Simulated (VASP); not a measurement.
Here is a VASP 6.6.1 calculation.

File INCAR:

```
SYSTEM = Be3Fe
PREC = Accurate
ENCUT = 600
EDIFF = 1E-6
ISMEAR = -1
SIGMA = 0.15
LREAL = .False.
LASPH = .True.
NELM = 150
ALGO = Normal
ISIF = 8
LWAVE = .False.
LCHARG = .False.
ISPIN = 2
MAGMOM = 0 0 0 3.5
LORBIT = 11
LMAXMIX = 4
GGA = CA
IBRION = 2
NSW = 80
EDIFFG = -0.01
```

The input KPOINTS:

```
Automatic mesh
0
Gamma
  8 8 8
  0 0 0
```

The input POSCAR:

```
Be3Fe
1.0
    3.2390010000      0.0000000000      0.0000000000
    0.0000000000      3.2390010000      0.0000000000
    0.0000000000      0.0000000000      3.2390010000
Be Fe
3 1
Direct
    0.0000000000      0.5000000000      0.5000000000
    0.5000000000      0.0000000000      0.5000000000
    0.5000000000      0.5000000000      0.0000000000
    0.0000000000      0.0000000000      0.0000000000
```

Potentials or basis: VASP PAW LDA potentials, release 64 (Be, Fe).

Command:

```sh
$ cat potpaw_LDA.64/Be/POTCAR potpaw_LDA.64/Fe/POTCAR > POTCAR
$ mpirun -np 1 vasp_std > vasp.out
```

Question: Estimate the relaxed cell.

Answer: a = 3.173 Å, b = 3.173 Å, c = 3.173 Å, α = 90.00°, β = 90.00°, γ = 90.00°.

Question: Predict the space group after relaxing (to 0.1 Å).

Answer: Pm-3m (No. 221).

Step by step:
| step | energy change (eV) | largest force (eV/Å) | pressure (GPa) | volume (Å³) |
| --- | --- | --- | --- | --- |
| 1 | 0.0000 | 0.0000 | -9.41 | 33.98 |
| 2 | -0.0602 | 0.0000 | 2.09 | 31.59 |
| 3 | -0.0625 | 0.0000 | 0.02 | 31.95 |
